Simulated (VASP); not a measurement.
# CoW3: single point with PBEsol

Crystal: CoW3.

```
CELL_PARAMETERS angstrom
3.95470 0.00000 0.00000
0.00000 3.95470 0.00000
0.00000 0.00000 3.76179
ATOMIC_POSITIONS crystal
Co 0.00000 0.00000 0.00000
W 0.00000 0.50000 0.50000
W 0.50000 0.00000 0.50000
W 0.50000 0.50000 0.00000
```

This cell differs from its parent crystal: strain +0.025 along x and y, -0.025 along z.

```
Program                : VASP 6.6.1
Task                   : single point
Functional             : PBEsol
Potentials or basis    : VASP PAW PBE potentials, release 64 (Co, W_sv)
Cutoff                 : 520 eV
k mesh                 : 12 × 12 × 12
Occupations            : gaussian, width 0.15 eV
Spin                   : no spin polarisation
Dipole correction      : no
Further INCAR settings : ALGO = Fast; EDIFF = 1e-06; NBANDS = 34
```

```
Pressure               : -6.1 GPa
Band gap on the k mesh : zero (an odd number of electrons rules out a gap without spin polarisation)
```

Stress tensor (GPa, compression positive):
```
-6.33  0.00  0.00
 0.00 -6.33  0.00
 0.00  0.00 -5.59
```

Levels at points of the mesh, in eV from the Fermi level:
```
           k point  band 21  band 22  band 23  band 24  band 25  band 26  band 27  band 28  band 29  band 30
(0.00, 0.00, 0.00)    -1.21    -0.80     0.22     0.52     2.73     2.73     2.84     2.93     2.93     3.74
(0.50, 0.00, 0.00)    -2.05    -1.82    -1.11    -0.19     0.29     0.30     0.48     1.00     1.73     1.87
(0.50, 0.50, 0.00)    -1.87    -1.84    -1.84    -1.82    -0.98     0.52     0.52     0.84     0.84     0.92
(0.00, 0.00, 0.50)    -1.94    -1.94    -0.89     0.10     0.10     0.53     0.85     1.00     1.57     1.57
(0.50, 0.00, 0.50)    -2.07    -2.02    -2.00    -1.79    -0.92     0.57     0.59     1.10     1.13     1.19
(0.50, 0.50, 0.50)    -1.23    -1.00    -0.52    -0.52     0.45     0.50     0.50     1.16     2.26     2.59
```

It took 3.9 min on 1 thread of Intel(R) Xeon(R) 6975P-C (Granite Rapids) (shared host), peak memory 0.41 GiB.

Caveat: the cell differs from its parent crystal (strain +0.025 along x and y, -0.025 along z); the cell stands under tension; the PAW data sets were made with another functional, which shifts forces and pressure a little; spin-orbit coupling is left out, which moves the levels of the heavy elements; the run has no spin polarisation, though such a crystal can be magnetic. Spin polarisation is off, so any magnetic state and its effect on volume and gap are missing.
